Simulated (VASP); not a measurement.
# C (P6_3/mmc) in VASP: notebook

Runs on C. Level: PBE. Tasks: single point.

All numbers are computed with VASP 6.6.1; they aren't measurements. Logs are shortened: lines on timing, memory, paths and dates and some standing lists are left out, and cuts for length are marked.

### Step 1. The cell of the first run

Symmetry: P6_3/mmc, No. 194, hexagonal system. The conventional cell has a = 2.522 Å, b = 2.522 Å, c = 16.474 Å, α = 90.00°, β = 90.00°, γ = 120.00°. Within 2.1 Å of C (site symmetry 3m) lie 4 C at 1.54 Å. C (site symmetry 3m) has 4 C at 1.54 Å within 2.1 Å. Within 2.1 Å of C (site symmetry 3m) lie 4 C at 1.54 Å. Within 2.1 Å of C (site symmetry 3m) lie 4 C at 1.54 Å.

### Step 2. Single point, PBE

File INCAR:

```
  PREC = Accurate
  ENCUT = 520
  EDIFF = 1E-7
  ISMEAR = 0
  SIGMA = 0.1
  LREAL = Auto
  LASPH = True
  NELM = 80
  ALGO = Normal
  ISIF = 2
  LWAVE = False
  LCHARG = False
  GGA = PE
  NBANDS = 46
```

File KPOINTS:

```
regular mesh
0
Gamma
  12 12 1
```

File POSCAR:

```
C
1.0
    2.5221000000      0.0000000000      0.0000000000
   -1.2610500000      2.1842026709      0.0000000000
    0.0000000000      0.0000000000     16.4743000000
C
16
Direct
    0.0000000000      0.0000000000      0.0468800000
    0.0000000000      0.0000000000      0.5468800000
    0.0000000000      0.0000000000      0.4531200000
    0.0000000000      0.0000000000      0.9531200000
    0.3333333333      0.6666666667      0.0781300000
    0.6666666667      0.3333333333      0.5781300000
    0.3333333333      0.6666666667      0.4218700000
    0.6666666667      0.3333333333      0.9218700000
    0.3333333333      0.6666666667      0.1718800000
    0.6666666667      0.3333333333      0.6718800000
    0.3333333333      0.6666666667      0.3281200000
    0.6666666667      0.3333333333      0.8281200000
    0.3333333333      0.6666666667      0.7968800000
    0.6666666667      0.3333333333      0.2968800000
    0.3333333333      0.6666666667      0.7031200000
    0.6666666667      0.3333333333      0.2031200000
```

Potentials or basis: VASP PAW PBE potentials, release 64 (C).

Launch:

```
$ cat potpaw_PBE.64/C/POTCAR > POTCAR
$ mpirun -np 1 vasp_std > vasp.out
```

OUTCAR:

```text
PREC = Accurate
   ENCUT = 520
   EDIFF = 1E-7
   ISMEAR = 0
   LREAL = Auto
   LASPH = True
   NELM = 80
   ISIF = 2
   GGA = PE

 ion  position               nearest neighbor table
   1  0.000  0.000  0.047-   5 1.54   5 1.54   5 1.54   4 1.54
   2  0.000  0.000  0.547-   6 1.54   6 1.54   6 1.54   3 1.54
   3  0.000  0.000  0.453-   7 1.54   7 1.54   7 1.54   2 1.54
   4  0.000  0.000  0.953-   8 1.54   8 1.54   8 1.54   1 1.54
   5  0.333  0.667  0.078-   1 1.54   1 1.54   1 1.54   9 1.54
   6  0.667  0.333  0.578-   2 1.54   2 1.54   2 1.54  10 1.54
[... 8 lines left out ...]
  15  0.333  0.667  0.703-  10 1.54  10 1.54  10 1.54  13 1.54
  16  0.667  0.333  0.203-   9 1.54   9 1.54   9 1.54  14 1.54

  LATTYP: Found a hexagonal cell.
 ALAT       =     2.5221000000
 C/A-ratio  =     6.5319773205

  Lattice vectors:

 A1 = (   2.5221000000,   0.0000000000,   0.0000000000)
 A2 = (  -1.2610500000,   2.1842026709,   0.0000000000)
 A3 = (   0.0000000000,   0.0000000000,  16.4743000000)

Analysis of symmetry for initial positions (statically):
=====================================================================
 Subroutine PRICEL returns:
 Original cell was already a primitive cell.

 Routine SETGRP: Setting up the symmetry group for a
 hexagonal supercell.

 Subroutine GETGRP returns: Found 24 space group operations
 (whereof 12 operations were pure point group operations)
 out of a pool of 24 trial point group operations.

The static configuration has the point symmetry D_3d.
 The point group associated with its full space group is D_6h.

Analysis of symmetry for dynamics (positions and initial velocities):
=====================================================================
 Subroutine PRICEL returns:
 Original cell was already a primitive cell.

 Routine SETGRP: Setting up the symmetry group for a
 hexagonal supercell.

 Subroutine GETGRP returns: Found 24 space group operations
 (whereof 12 operations were pure point group operations)
 out of a pool of 24 trial point group operations.

The dynamic configuration has the point symmetry D_3d.
 The point group associated with its full space group is D_6h.

 Subroutine INISYM returns: Found 24 space group operations
 (whereof 12 operations are pure point group operations),
 and found     1 'primitive' translations

----------------------------------------------------------------------------------------

                                     Primitive cell

  volume of cell :      90.7533

  direct lattice vectors                    reciprocal lattice vectors
     2.522100000  0.000000000  0.000000000     0.396494984  0.228916486  0.000000000
    -1.261050000  2.184202671  0.000000000     0.000000000  0.457832972  0.000000000
     0.000000000  0.000000000 16.474300000     0.000000000  0.000000000  0.060700606

  length of vectors
     2.522100000  2.522100000 16.474300000     0.457832972  0.457832972  0.060700606

  position of ions in fractional coordinates (direct lattice)
     0.000000000  0.000000000  0.046880000
     0.000000000  0.000000000  0.546880000
     0.000000000  0.000000000  0.453120000
     0.000000000  0.000000000  0.953120000
     0.333333333  0.666666667  0.078130000
     0.666666667  0.333333333  0.578130000
[... 8 lines left out ...]
     0.333333333  0.666666667  0.703120000
     0.666666667  0.333333333  0.203120000

  ion indices of the primitive-cell ions
   primitive index   ion index
                 1           1
                 2           2
                 3           3
                 4           4
                 5           5
                 6           6
[... 8 lines left out ...]
                15          15
                16          16

----------------------------------------------------------------------------------------

 KPOINTS: regular mesh

Automatic generation of k-mesh.
 Grid dimensions read from file:
 generate k-points for:   12   12    1

 Generating k-lattice:

  Cartesian coordinates                     Fractional coordinates (reciprocal lattice)
     0.033041249  0.019076374  0.000000000     0.083333333 -0.000000000  0.000000000
     0.000000000  0.038152748  0.000000000     0.000000000  0.083333333  0.000000000
     0.000000000  0.000000000  0.060700606     0.000000000  0.000000000  1.000000000

  Length of vectors
     0.038152748  0.038152748  0.060700606

  Shift w.r.t. Gamma in fractional coordinates (k-lattice)
     0.000000000  0.000000000  0.000000000

 Subroutine IBZKPT returns following result:
 ===========================================

 Found     19 irreducible k-points:

 Following reciprocal coordinates:
            Coordinates               Weight
  0.000000  0.000000  0.000000      1.000000
  0.083333  0.000000  0.000000      6.000000
  0.166667  0.000000  0.000000      6.000000
  0.250000  0.000000  0.000000      6.000000
  0.333333  0.000000  0.000000      6.000000
  0.416667  0.000000  0.000000      6.000000
[... 11 lines left out ...]
  0.333333  0.250000  0.000000     12.000000
  0.333333  0.333333  0.000000      2.000000
   k-points           NKPTS =     19   k-points in BZ     NKDIM =     19   number of bands    NBANDS=     46
   number of dos      NEDOS =    301   number of ions     NIONS =     16
   total plane-waves  NPLWV =  50400
   dimension x,y,z NGX =    20 NGY =   20 NGZ =  126
   dimension x,y,z NGXF=    40 NGYF=   40 NGZF=  252
   ions per type =              16
   NGX,Y,Z   is equivalent  to a cutoff of  13.18, 13.18, 12.71 a.u.
   NGXF,Y,Z  is equivalent  to a cutoff of  26.37, 26.37, 25.43 a.u.
 SYSTEM =  unknown system
   PREC   = accura    normal or accurate (medium, high low for compatibility)
   ISTART =      0    job   : 0-new  1-cont  2-samecut
   ICHARG =      2    charge: 1-file 2-atom 10-const
   ISPIN  =      1    spin polarized calculation?
   LNONCOLLINEAR =      F non collinear calculations
   LSORBIT =      F    spin-orbit coupling
   LASPH  =      T    aspherical Exc in radial PAW
   ENCUT  =  520.0 eV  38.22 Ry    6.18 a.u.   4.69  4.69 30.63*2*pi/ulx,y,z
   NELM   =     80;   NELMIN=  2; NELMDL= -5     # of ELM steps
   EDIFF  = 0.1E-06   stopping-criterion for ELM
   LREAL  =      T    real-space projection
   EDIFFG = 0.1E-05   stopping-criterion for IOM
   NSW    =      0    number of steps for IOM
   IBRION =     -1    ionic relax: 0-MD 1-quasi-New 2-CG
   NFREE  =      0    steps in history (QN), initial steepest desc. (CG)
   ISIF   =      2    stress and relaxation
   ISYM   =      2    0-nonsym 1-usesym 2-fastsym
   POTIM  = 0.5000    time-step for ionic-motion
   TEBEG  =    0.0;   TEEND  =   0.0 temperature during run
   PSTRESS=    0.0 pullay stress
   NELECT =      64.0000    total number of electrons
   NUPDOWN=      -1.0000    fix difference up-down
   EMIN   =  10.00;   EMAX   =-10.00  energy-range for DOS
   EFERMI =   0.00;   METHOD = LEGACY
   ISMEAR =     0;   SIGMA  =   0.10  broadening in eV -4-tet -1-fermi 0-gaus
   EFERMI_NEDOS =   21; number of points for ismear=-14 and -15
   IALGO  =     38    algorithm
   IMIX   =      4    mixing-type and parameters
     AMIX     =   0.40;   BMIX     =  1.00
     AMIX_MAG =   1.60;   BMIX_MAG =  1.00
  volume/ion in A,a.u.               =       5.67        38.28
  Fermi-wavevector in a.u.,A,eV,Ry     =   1.457183  2.753677 28.890369  2.123382
  Thomas-Fermi vector in A             =   2.574014
   LORBIT       =      0    0 simple, 1 ext, 2 COOP (PROOUT), +10 PAW based schemes
   GGA     = PE    functional components
   LHFCALC =     F    Hartree Fock is set to
   AEXX    =    0.0000 exact exchange contribution
   IVDW    =     0    specifies the selected vdW correction
   LEPSILON=     F    determine dielectric tensor
   LRPA    =     F    only Hartree local field effects (RPA)
 non-spin polarized calculation
 Gauss-broadening in eV      SIGMA  =   0.10
  energy-cutoff  :      520.00
  volume of cell :       90.75
 maximum number of plane-waves:      2473
 NGX is ok and might be reduce to    20
   NGX =  9   NGY =  9   NGZ = 61

 number of electron      64.0000001 magnetization

 Free energy of the ion-electron system (eV)
  ---------------------------------------------------
  ext. energy  EPLUGINS =         0.00000000
  ---------------------------------------------------
  free energy    TOTEN  =      -145.39897158 eV

  energy without entropy =     -145.39897158  energy(sigma->0) =     -145.39897158

 E-fermi :  10.3068     XC(G=0): -13.2494

 val. band max:        9.7994088149   @ k =   0.0000   0.0000   0.0000
 cond. band min:      14.1597598108   @ k =   0.3333   0.0000   0.0000
 fundamental gap:      4.3603509959
 Fermi energy:        10.3068310581

 k-point     1 :       0.0000    0.0000    0.0000
  band No.  band energies     occupation
      1     -11.7546      2.00000
      2     -11.3416      2.00000
      3     -11.3016      2.00000
      4     -10.0484      2.00000
      5     -10.0245      2.00000
      6      -7.9726      2.00000
[... 36 lines left out ...]
     43      17.2072      0.00000
     44      17.4587      0.00000

 k-point     2 :       0.0833    0.0000    0.0000
  band No.  band energies     occupation
      1     -11.5837      2.00000
      2     -11.1716      2.00000
      3     -11.1313      2.00000
      4      -9.8808      2.00000
      5      -9.8565      2.00000
      6      -7.8105      2.00000
[... 36 lines left out ...]
     43      17.4416      0.00000
     44      17.6850      0.00000

 k-point     3 :       0.1667    0.0000    0.0000
  band No.  band energies     occupation
      1     -11.0732      2.00000
      2     -10.6638      2.00000
      3     -10.6221      2.00000
      4      -9.3804      2.00000
      5      -9.3547      2.00000
      6      -7.3273      2.00000
[... 741 lines left out ...]
     43      20.3644      0.00000
     44      20.4260      0.00000

 k-point    19 :       0.3333    0.3333    0.0000
  band No.  band energies     occupation
      1      -4.5503      2.00000
      2      -4.5503      2.00000
      3      -4.2853      2.00000
      4      -4.2853      2.00000
      5      -4.2533      2.00000
      6      -4.2360      2.00000
[... 36 lines left out ...]
     43      20.3805      0.00000
     44      20.9287      0.00000
 [bands above 44 left out]

------------------------ aborting loop because EDIFF is reached ----------------------------------------

  FORCE on cell =-STRESS in cart. coord.  units (eV):
  Direction    XX          YY          ZZ          XY          YZ          ZX
  --------------------------------------------------------------------------------------
  -------------------------------------------------------------------------------------
  Total        0.4094022      0.4094022      3.7950357      0.0000000      0.0000000      0.0000000
  in kB        7.2276737      7.2276737     66.9983700      0.0000000      0.0000000      0.0000000
  external PRESSURE =      27.1512391 kB  Pullay stress =       0.0000000 kB

 VOLUME and BASIS-vectors are now :
 -----------------------------------------------------------------------------
  energy-cutoff  :      520.00
  volume of cell :       90.75
      direct lattice vectors                 reciprocal lattice vectors
     2.522100000  0.000000000  0.000000000     0.396494984  0.228916486  0.000000000
    -1.261050000  2.184202671  0.000000000     0.000000000  0.457832972  0.000000000
     0.000000000  0.000000000 16.474300000     0.000000000  0.000000000  0.060700606

 POSITION                                       TOTAL-FORCE (eV/Angst)
 -----------------------------------------------------------------------------------
      0.00000      0.00000      0.77232        -0.000000      0.000000     -0.025782
      0.00000      0.00000      9.00947        -0.000000      0.000000     -0.025782
      0.00000      0.00000      7.46483        -0.000000      0.000000      0.025782
      0.00000      0.00000     15.70198        -0.000000      0.000000      0.025782
     -0.00000      1.45614      1.28714        -0.000000      0.000000      0.017730
      1.26105      0.72807      9.52429         0.000000     -0.000000      0.017730
[... 8 lines left out ...]
     -0.00000      1.45614     11.58341         0.000000     -0.000000     -0.323066
      1.26105      0.72807      3.34626        -0.000000      0.000000     -0.323066
 -----------------------------------------------------------------------------------
    total drift:                                0.000000     -0.000000      0.000000

  FREE ENERGIE OF THE ION-ELECTRON SYSTEM (eV)
  ---------------------------------------------------
  free  energy   TOTEN  =      -145.3989715814 eV

  energy  without entropy=     -145.3989715814  energy(sigma->0) =     -145.39897158
```

Wall time 61 s (1 thread of Intel Xeon 6975P-C (Granite Rapids), shared host); peak memory 0.21 GiB.

Results:

| Property | Result |
| --- | --- |
| Free energy | -145.3990 eV |
| Pressure | 2.7 GPa |
| Largest force | 0.323 eV/Å |
| Band gap on the k mesh | 4.36 eV (least direct gap 5.36 eV) |

Forces on the atoms (eV/Å):
```
C    0.000  0.000 -0.026
C    0.000  0.000 -0.026
C    0.000  0.000  0.026
C    0.000  0.000  0.026
C    0.000  0.000  0.018
C    0.000  0.000  0.018
C    0.000  0.000 -0.018
C    0.000  0.000 -0.018
C    0.000  0.000 -0.320
C    0.000  0.000 -0.320
C    0.000  0.000  0.320
C    0.000  0.000  0.320
C    0.000  0.000  0.323
C    0.000  0.000  0.323
C    0.000  0.000 -0.323
C    0.000  0.000 -0.323
```

Caveat: an odd mesh through Γ misses points on the zone boundary, where band edges can lie.

### Step 3. Single point, PBE (5.01 Å³/atom)

This run uses another cell than the first one, of 5.01 Å³/atom.

File INCAR:

```
PREC = Accurate
ENCUT = 520
EDIFF = 1E-6
ISMEAR = 0
SIGMA = 0.02
LREAL = Auto
LASPH = T
NELM = 100
ALGO = Normal
ISIF = 2
LWAVE = F
LCHARG = F
GGA = PE
NBANDS = 46
```

File KPOINTS:

```
Automatic mesh
0
Gamma
  12 12 2
```

File POSCAR:

```
C
1.0
    2.4163133075      0.0000000000      0.0000000000
   -1.2081566537      2.0925887078      0.0000000000
    0.0000000000      0.0000000000     15.8654015020
C
16
Direct
    0.0000000000      0.0000000000      0.0466963096
    0.0000000000      0.0000000000      0.5466963096
    0.0000000000      0.0000000000      0.4533036904
    0.0000000000      0.0000000000      0.9533036904
    0.3333333333      0.6666666667      0.0778909991
    0.6666666667      0.3333333333      0.5778909991
    0.3333333333      0.6666666667      0.4221090009
    0.6666666667      0.3333333333      0.9221090009
    0.3333333333      0.6666666667      0.1712161977
    0.6666666667      0.3333333333      0.6712161977
    0.3333333333      0.6666666667      0.3287838023
    0.6666666667      0.3333333333      0.8287838023
    0.3333333333      0.6666666667      0.7973231998
    0.6666666667      0.3333333333      0.2973231998
    0.3333333333      0.6666666667      0.7026768002
    0.6666666667      0.3333333333      0.2026768002
```

Potentials or basis: VASP PAW PBE potentials, release 64 (C).

Launch:

```
$ cat potpaw_PBE.64/C/POTCAR > POTCAR
$ mpirun -np 1 vasp_std > vasp.out
```

Run time: 87 s. Hardware: 1 thread of Intel Xeon 6975P-C (Granite Rapids), shared host; peak memory 0.22 GiB.

The run converged. Its results:

| Item | Value |
| --- | --- |
| Free energy | -143.1802 eV |
| Pressure | 71.2 GPa |
| Largest force | 0.015 eV/Å |
| Band gap on the k mesh | 4.71 eV (least direct gap 5.72 eV) |

Forces in eV/Å, atoms in the order of the input:
```
C    0.000  0.000 -0.006
C    0.000  0.000 -0.006
C    0.000  0.000  0.006
C    0.000  0.000  0.006
C    0.000  0.000 -0.001
C    0.000  0.000 -0.001
C    0.000  0.000  0.001
C    0.000  0.000  0.001
C    0.000  0.000  0.015
C    0.000  0.000  0.015
C    0.000  0.000 -0.015
C    0.000  0.000 -0.015
C    0.000  0.000 -0.002
C    0.000  0.000 -0.002
C    0.000  0.000  0.002
C    0.000  0.000  0.002
```

Stress tensor (GPa, compression positive):
```
71.12  0.00  0.00
 0.00 71.12  0.00
 0.00  0.00 71.35
```

Levels at points of the mesh, in eV from the valence-band top:
| k point | band 30 | band 31 | band 32 | band 33 | band 34 | band 35 |
| --- | --- | --- | --- | --- | --- | --- |
| (0.00, 0.00, 0.00) | -0.17 | 0.00 | 0.00 | 5.72 | 5.72 | 5.86 |
| (0.50, 0.00, 0.00) | -4.04 | -3.76 | -3.24 | 4.92 | 5.21 | 5.28 |
| (0.00, 0.00, 0.50) | -0.22 | -0.22 | -0.22 | 5.98 | 5.98 | 5.98 |
| (0.50, 0.00, 0.50) | -3.99 | -3.46 | -3.46 | 5.00 | 5.00 | 5.67 |

Caveat: the cell stands under pressure.

[end of part 1 of 2]
